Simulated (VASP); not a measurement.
# TiAl (P-6m2) in VASP: further runs

Runs on TiAl. Level: PBEsol. Tasks: single point.

Everything below comes from runs of VASP 6.6.1. Logs are shortened: lines on timing, memory, paths and dates and some standing lists are left out, and cuts for length are marked.

**1. The cell of the first run**

Symmetry: P-6m2, No. 187, hexagonal system. The conventional cell has a = 2.848 Å, b = 2.848 Å, c = 4.689 Å, α = 90.00°, β = 90.00°, γ = 120.00°. Ti (site symmetry -6m2) has 6 Ti at 2.85 Å and 6 Al at 2.86 Å within 3.8 Å. Within 3.8 Å of Al (site symmetry -6m2) lie 6 Al at 2.85 Å and 6 Ti at 2.86 Å.

**2. Single point, PBEsol (strain +0.0150 x Voigt [0, 0, 1, 0, 0, 0])**

File INCAR:

```
SYSTEM = TiAl
PREC = Accurate
ENCUT = 500
EDIFF = 1E-6
ISMEAR = 0
SIGMA = 0.15
LREAL = .False.
LASPH = .True.
NELM = 120
ALGO = Normal
ISIF = 2
LWAVE = .False.
LCHARG = .False.
GGA = PS
NBANDS = 14
GGA_COMPAT = .False.
```

File KPOINTS:

```
regular mesh
0
Gamma
  24 24 14
  0 0 0
```

File POSCAR:

```
TiAl
1.0
    2.8478212843      0.0000000000      0.0000000000
   -1.4239106421      2.4662855776      0.0000000000
    0.0000000000      0.0000000000      4.6892439119
Ti Al
1 1
Direct
    0.0000000000      0.0000000000      0.0000000000
    0.3333333333      0.6666666667      0.5000000000
```

Potentials or basis: VASP PAW PBE potentials, release 64 (Ti_sv, Al).

Started as:

```
$ cat potpaw_PBE.64/Ti_sv/POTCAR potpaw_PBE.64/Al/POTCAR > POTCAR
$ mpirun -np 1 vasp_std > vasp.out
```

OUTCAR:

```text
SYSTEM = TiAl
   PREC = Accurate
   ENCUT = 500
   EDIFF = 1E-6
   ISMEAR = 0
   LREAL = .False.
   LASPH = .True.
   NELM = 120
   ISIF = 2
   GGA = PS

 ion  position               nearest neighbor table
   1  0.000  0.000  0.000-   2 2.86   2 2.86   2 2.86   2 2.86   2 2.86   2 2.86
   2  0.333  0.667  0.500-   1 2.86   1 2.86   1 2.86   1 2.86   1 2.86   1 2.86

  LATTYP: Found a hexagonal cell.
 ALAT       =     2.8478212843
 C/A-ratio  =     1.6466075093

  Lattice vectors:

 A1 = (   2.8478212843,   0.0000000000,   0.0000000000)
 A2 = (  -1.4239106421,   2.4662855776,   0.0000000000)
 A3 = (   0.0000000000,   0.0000000000,   4.6892439119)

Analysis of symmetry for initial positions (statically):
=====================================================================
 Subroutine PRICEL returns:
 Original cell was already a primitive cell.

 Routine SETGRP: Setting up the symmetry group for a
 hexagonal supercell.

 Subroutine GETGRP returns: Found 12 space group operations
 (whereof 12 operations were pure point group operations)
 out of a pool of 24 trial point group operations.

The static configuration has the point symmetry D_3h.

Analysis of symmetry for dynamics (positions and initial velocities):
=====================================================================
 Subroutine PRICEL returns:
 Original cell was already a primitive cell.

 Routine SETGRP: Setting up the symmetry group for a
 hexagonal supercell.

 Subroutine GETGRP returns: Found 12 space group operations
 (whereof 12 operations were pure point group operations)
 out of a pool of 24 trial point group operations.

The dynamic configuration has the point symmetry D_3h.

 Subroutine INISYM returns: Found 12 space group operations
 (whereof 12 operations are pure point group operations),
 and found     1 'primitive' translations

----------------------------------------------------------------------------------------

                                     Primitive cell

  volume of cell :      32.9351

  direct lattice vectors                    reciprocal lattice vectors
     2.847821284  0.000000000  0.000000000     0.351145630  0.202734024  0.000000000
    -1.423910642  2.466285578  0.000000000     0.000000000  0.405468048  0.000000000
     0.000000000  0.000000000  4.689243912     0.000000000  0.000000000  0.213253995

  length of vectors
     2.847821284  2.847821284  4.689243912     0.405468048  0.405468048  0.213253995

  position of ions in fractional coordinates (direct lattice)
     0.000000000  0.000000000  0.000000000
     0.333333333  0.666666667  0.500000000

  ion indices of the primitive-cell ions
   primitive index   ion index
                 1           1
                 2           2

----------------------------------------------------------------------------------------

 KPOINTS: regular mesh

Automatic generation of k-mesh.
 Grid dimensions read from file:
 generate k-points for:   24   24   14

 Generating k-lattice:

  Cartesian coordinates                     Fractional coordinates (reciprocal lattice)
     0.014631068  0.008447251  0.000000000     0.041666667  0.000000000  0.000000000
     0.000000000  0.016894502  0.000000000     0.000000000  0.041666667  0.000000000
     0.000000000  0.000000000  0.015232428     0.000000000  0.000000000  0.071428571

  Length of vectors
     0.016894502  0.016894502  0.015232428

  Shift w.r.t. Gamma in fractional coordinates (k-lattice)
     0.000000000  0.000000000  0.000000000

 Subroutine IBZKPT returns following result:
 ===========================================

 Found    488 irreducible k-points:

 Following reciprocal coordinates:
            Coordinates               Weight
  0.000000  0.000000  0.000000      1.000000
  0.041667 -0.000000  0.000000      6.000000
  0.083333 -0.000000  0.000000      6.000000
  0.125000  0.000000  0.000000      6.000000
  0.166667 -0.000000  0.000000      6.000000
  0.208333 -0.000000  0.000000      6.000000
[... 16 lines left out ...]
  0.416667  0.041667  0.000000     12.000000
  0.458333  0.041667  0.000000     12.000000
 [... further k-points ...]
   k-points           NKPTS =    488   k-points in BZ     NKDIM =    488   number of bands    NBANDS=     14
   number of dos      NEDOS =    301   number of ions     NIONS =      2
   total plane-waves  NPLWV =  20736
   dimension x,y,z NGX =    24 NGY =   24 NGZ =   36
   dimension x,y,z NGXF=    48 NGYF=   48 NGZF=   72
   ions per type =               1   1
   NGX,Y,Z   is equivalent  to a cutoff of  14.01, 14.01, 12.76 a.u.
   NGXF,Y,Z  is equivalent  to a cutoff of  28.02, 28.02, 25.53 a.u.
 SYSTEM =  TiAl
   PREC   = accura    normal or accurate (medium, high low for compatibility)
   ISTART =      0    job   : 0-new  1-cont  2-samecut
   ICHARG =      2    charge: 1-file 2-atom 10-const
   ISPIN  =      1    spin polarized calculation?
   LNONCOLLINEAR =      F non collinear calculations
   LSORBIT =      F    spin-orbit coupling
   LASPH  =      T    aspherical Exc in radial PAW
   ENCUT  =  500.0 eV  36.75 Ry    6.06 a.u.   5.19  5.19  8.55*2*pi/ulx,y,z
   NELM   =    120;   NELMIN=  2; NELMDL= -5     # of ELM steps
   EDIFF  = 0.1E-05   stopping-criterion for ELM
   LREAL  =      F    real-space projection
   EDIFFG = 0.1E-04   stopping-criterion for IOM
   NSW    =      0    number of steps for IOM
   IBRION =     -1    ionic relax: 0-MD 1-quasi-New 2-CG
   NFREE  =      0    steps in history (QN), initial steepest desc. (CG)
   ISIF   =      2    stress and relaxation
   ISYM   =      2    0-nonsym 1-usesym 2-fastsym
   POTIM  = 0.5000    time-step for ionic-motion
   TEBEG  =    0.0;   TEEND  =   0.0 temperature during run
   PSTRESS=    0.0 pullay stress
   NELECT =      15.0000    total number of electrons
   NUPDOWN=      -1.0000    fix difference up-down
   EMIN   =  10.00;   EMAX   =-10.00  energy-range for DOS
   EFERMI =   0.00;   METHOD = LEGACY
   ISMEAR =     0;   SIGMA  =   0.15  broadening in eV -4-tet -1-fermi 0-gaus
   EFERMI_NEDOS =   21; number of points for ismear=-14 and -15
   IALGO  =     38    algorithm
   IMIX   =      4    mixing-type and parameters
     AMIX     =   0.40;   BMIX     =  1.00
     AMIX_MAG =   1.60;   BMIX_MAG =  1.00
  volume/ion in A,a.u.               =      16.47       111.13
  Fermi-wavevector in a.u.,A,eV,Ry     =   1.259560  2.380224 21.585534  1.586492
  Thomas-Fermi vector in A             =   2.393114
   LORBIT       =      0    0 simple, 1 ext, 2 COOP (PROOUT), +10 PAW based schemes
   GGA     = PS    functional components
   LHFCALC =     F    Hartree Fock is set to
   AEXX    =    0.0000 exact exchange contribution
   IVDW    =     0    specifies the selected vdW correction
   LEPSILON=     F    determine dielectric tensor
   LRPA    =     F    only Hartree local field effects (RPA)
 non-spin polarized calculation
 Gauss-broadening in eV      SIGMA  =   0.15
  energy-cutoff  :      500.00
  volume of cell :       32.94
 maximum number of plane-waves:       852
 NGX is ok and might be reduce to    24
   NGX = 11   NGY = 11   NGZ = 17

 number of electron      15.0000001 magnetization

 Free energy of the ion-electron system (eV)
  ---------------------------------------------------
  ext. energy  EPLUGINS =         0.00000000
  ---------------------------------------------------
  free energy    TOTEN  =       -12.94091405 eV

  energy without entropy =      -12.91222771  energy(sigma->0) =      -12.92657088

 E-fermi :   7.9005     XC(G=0): -11.0800

 val. band max:        7.8996102439   @ k =   0.3333   0.3333   0.4286
 cond. band min:       7.9005648658   @ k =   0.3333   0.3333   0.5000
 fundamental gap:      0.0009546220
 Fermi energy:         7.9004751389

 k-point     1 :       0.0000    0.0000    0.0000
  band No.  band energies     occupation
      1     -48.3691      2.00000
      2     -24.7944      2.00000
      3     -24.3466      2.00000
      4     -24.3466      2.00000
      5      -1.0996      2.00000
      6       5.5404      2.00000
      7       5.9916      2.00000
      8       9.1944      0.00000
      9       9.1944      0.00000
     10      10.7212      0.00000
     11      10.7212      0.00000
     12      11.7364      0.00000
     13      20.9503      0.00000
     14      20.9503      0.00000

 k-point     2 :       0.0417   -0.0000    0.0000
  band No.  band energies     occupation
      1     -48.3673      2.00000
      2     -24.7926      2.00000
      3     -24.3575      2.00000
      4     -24.3490      2.00000
      5      -1.0558      2.00000
      6       5.5894      2.00000
      7       5.9979      2.00000
      8       9.1510      0.00000
      9       9.2308      0.00000
     10      10.7087      0.00000
     11      10.7286      0.00000
     12      11.7473      0.00000
     13      20.0742      0.00000
     14      20.4261      0.00000

 k-point     3 :       0.0833   -0.0000    0.0000
  band No.  band energies     occupation
      1     -48.3621      2.00000
      2     -24.7876      2.00000
      3     -24.3895      2.00000
      4     -24.3563      2.00000
      5      -0.9246      2.00000
      6       5.7331      2.00000
      7       6.0162      2.00000
      8       9.0274      0.00000
      9       9.3388      0.00000
     10      10.6723      0.00000
     11      10.7520      0.00000
     12      11.7791      0.00000
     13      18.6990      0.00000
     14      19.7123      0.00000
[... 324 lines left out ...]
 k-point    23 :       0.4167    0.0417    0.0000
  band No.  band energies     occupation
      1     -48.2677      2.00000
      2     -24.9412      2.00000
      3     -24.6956      2.00000
      4     -24.4905      2.00000
      5       3.3684      2.00000
      6       5.9460      2.00000
      7       6.3363      2.00000
      8       7.0152      2.00000
      9       9.9639      0.00000
     10      11.5545      0.00000
     11      11.9779      0.00000
     12      12.0053      0.00000
     13      13.2119      0.00000
     14      15.5250      0.00000

 k-point    24 :       0.4583    0.0417    0.0000
  band No.  band energies     occupation
      1     -48.2642      2.00000
      2     -24.9612      2.00000
      3     -24.6921      2.00000
      4     -24.4954      2.00000
      5       4.0565      2.00000
      6       5.2841      2.00000
      7       6.3481      2.00000
      8       6.9077      2.00000
      9       9.9376      0.00000
     10      11.7180      0.00000
     11      12.0208      0.00000
     12      12.1175      0.00000
     13      13.3981      0.00000
     14      15.4419      0.00000

 [... further k-points ...]
[... 5 lines left out ...]
  --------------------------------------------------------------------------------------
  -------------------------------------------------------------------------------------
  Total       -0.1866492     -0.1866492     -0.7113822     -0.0000000      0.0000000     -0.0000000
  in kB       -9.0798322     -9.0798322    -34.6062602     -0.0000000      0.0000000     -0.0000000
  external PRESSURE =     -17.5886415 kB  Pullay stress =       0.0000000 kB

 VOLUME and BASIS-vectors are now :
 -----------------------------------------------------------------------------
  energy-cutoff  :      500.00
  volume of cell :       32.94
      direct lattice vectors                 reciprocal lattice vectors
     2.847821284  0.000000000  0.000000000     0.351145630  0.202734024  0.000000000
    -1.423910642  2.466285578  0.000000000     0.000000000  0.405468048  0.000000000
     0.000000000  0.000000000  4.689243912     0.000000000  0.000000000  0.213253995

 POSITION                                       TOTAL-FORCE (eV/Angst)
 -----------------------------------------------------------------------------------
      0.00000      0.00000      0.00000        -0.000000      0.000000      0.000000
     -0.00000      1.64419      2.34462         0.000000      0.000000      0.000000
 -----------------------------------------------------------------------------------
    total drift:                                0.000000     -0.000000      0.000000

  FREE ENERGIE OF THE ION-ELECTRON SYSTEM (eV)
  ---------------------------------------------------
  free  energy   TOTEN  =       -12.9409140514 eV

  energy  without entropy=      -12.9122277090  energy(sigma->0) =      -12.92657088
```

Run time: 64 s. Hardware: 1 thread of Intel Xeon 6975P-C (Granite Rapids), shared host; peak memory 0.33 GiB.

Results:

- Free energy: -12.9409 eV
- Pressure: -1.8 GPa

Caveat: the cell differs from its parent crystal (strain +0.0150 x Voigt [0, 0, 1, 0, 0, 0]); the PAW data sets were made with another functional, which shifts forces and pressure a little.

**3. Single point, PBEsol (strain +0.0200 x Voigt [0, 0, 1, 0, 0, 0])**

File INCAR:

```
  PREC = Accurate
  ENCUT = 500
  EDIFF = 1E-6
  ISMEAR = 0
  SIGMA = 0.15
  LREAL = F
  LASPH = T
  NELM = 120
  ALGO = Normal
  ISIF = 2
  LWAVE = F
  LCHARG = T
  GGA = PS
  LELF = T
  LVHAR = T
  NBANDS = 14
  GGA_COMPAT = F
```

File KPOINTS:

```
Automatic mesh
0
Gamma
  24 24 14
```

POSCAR: that of step 2 with these lines changed.

```diff
@@ -4,3 +4,3 @@
    -1.4239106421      2.4662855776      0.0000000000
-    0.0000000000      0.0000000000      4.6892439119
+    0.0000000000      0.0000000000      4.7123436356
 Ti Al
```

Potentials or basis: VASP PAW PBE potentials, release 64 (Ti_sv, Al).

Started as:

```
$ cat potpaw_PBE.64/Ti_sv/POTCAR potpaw_PBE.64/Al/POTCAR > POTCAR
$ mpirun -np 1 vasp_std > vasp.out
```

Run time: 74 s. Hardware: 1 thread of Intel Xeon 6975P-C (Granite Rapids), shared host; peak memory 0.33 GiB.

It converged, with:

| Quantity | Value |
| --- | --- |
| Free energy | -12.9369 eV |
| Pressure | -2.3 GPa |

Stress tensor (GPa, compression positive):
```
-1.20  0.00  0.00
 0.00 -1.20  0.00
 0.00  0.00 -4.54
```

Levels at points of the mesh, in eV from the Fermi level:
```tsv
k point	band 3	band 4	band 5	band 6	band 7	band 8	band 9	band 10	band 11	band 12
(0.00, 0.00, 0.00)	-32.26	-32.26	-8.99	-2.38	-1.95	1.29	1.29	2.82	2.82	3.75
(0.50, 0.00, 0.00)	-32.60	-32.40	-3.70	-2.79	-1.57	-1.03	2.14	4.04	4.04	4.08
(0.00, 0.00, 0.50)	-32.26	-32.26	-8.12	-5.32	-0.52	1.30	1.30	2.75	2.75	6.56
(0.50, 0.00, 0.50)	-32.61	-32.40	-3.65	-2.43	-1.85	0.57	0.93	1.95	2.84	4.04
```

Caveat: the cell differs from its parent crystal (strain +0.0200 x Voigt [0, 0, 1, 0, 0, 0]); the PAW data sets were made with another functional, which shifts forces and pressure a little.

**4. Single point, PBEsol (strain +0.0175 x Voigt [0, 0, 1, 0, 0, 0])**

File INCAR:

```
  ALGO = Normal
  EDIFF = 1E-6
  ENCUT = 500
  GGA = PS
  GGA_COMPAT = False
  ISIF = 2
  ISMEAR = 0
  LASPH = True
  LCHARG = False
  LREAL = False
  LWAVE = False
  NBANDS = 14
  NELM = 120
  PREC = Accurate
  SIGMA = 0.15
```

File KPOINTS:

```
k-points
0
Gamma
  24 24 14
```

POSCAR: that of step 3 with these lines changed.

```diff
@@ -4,3 +4,3 @@
    -1.4239106421      2.4662855776      0.0000000000
-    0.0000000000      0.0000000000      4.7123436356
+    0.0000000000      0.0000000000      4.7007937738
 Ti Al
```

Started as:

```
$ cat potpaw_PBE.64/Ti_sv/POTCAR potpaw_PBE.64/Al/POTCAR > POTCAR
$ mpirun -np 1 vasp_std > vasp.out
```

Run time: 75 s. Hardware: 1 thread of Intel Xeon 6975P-C (Granite Rapids), shared host; peak memory 0.33 GiB.

The run converged. Its results:

| Quantity | Value |
| --- | --- |
| Free energy | -12.9390 eV |
| Pressure | -2.0 GPa |

Stress tensor (GPa, compression positive):
```
-1.06  0.00  0.00
 0.00 -1.06  0.00
 0.00  0.00 -4.00
```

Levels at points of the mesh, in eV from the Fermi level:
| k point | band 4 | band 5 | band 6 | band 7 | band 8 | band 9 | band 10 | band 11 |
| --- | --- | --- | --- | --- | --- | --- | --- | --- |
| (0.00, 0.00, 0.00) | -32.25 | -8.99 | -2.37 | -1.93 | 1.29 | 1.29 | 2.82 | 2.82 |
| (0.50, 0.00, 0.00) | -32.39 | -3.71 | -2.79 | -1.57 | -1.03 | 2.14 | 4.04 | 4.07 |
| (0.00, 0.00, 0.50) | -32.25 | -8.12 | -5.32 | -0.51 | 1.30 | 1.30 | 2.75 | 2.75 |
| (0.50, 0.00, 0.50) | -32.39 | -3.66 | -2.43 | -1.85 | 0.57 | 0.94 | 1.95 | 2.86 |

Caveat: the cell differs from its parent crystal (strain +0.0175 x Voigt [0, 0, 1, 0, 0, 0]); the PAW data sets were made with another functional, which shifts forces and pressure a little.

**5. The runs side by side**

```csv
cell,gap on the mesh (eV),pressure (GPa)
"a = 2.848, b = 2.848, c = 4.689 Å, angles 90.0, 90.0, 120.0°, 2 atoms",none,-1.8
"a = 2.848, b = 2.848, c = 4.712 Å, angles 90.0, 90.0, 120.0°, 2 atoms",none,-2.3
"a = 2.848, b = 2.848, c = 4.701 Å, angles 90.0, 90.0, 120.0°, 2 atoms",none,-2.0
```

Alike in all rows: task single point; level PBEsol; potentials or basis VASP PAW PBE potentials, release 64 (Ti_sv, Al); no spin polarisation; k mesh 24 × 24 × 14; cutoff (eV) 500; smearing gaussian 0.15 eV.

Caveats: the PAW data sets were made with another functional, which shifts forces and pressure a little.

Absolute energies hang on the potentials; compare differences alone.
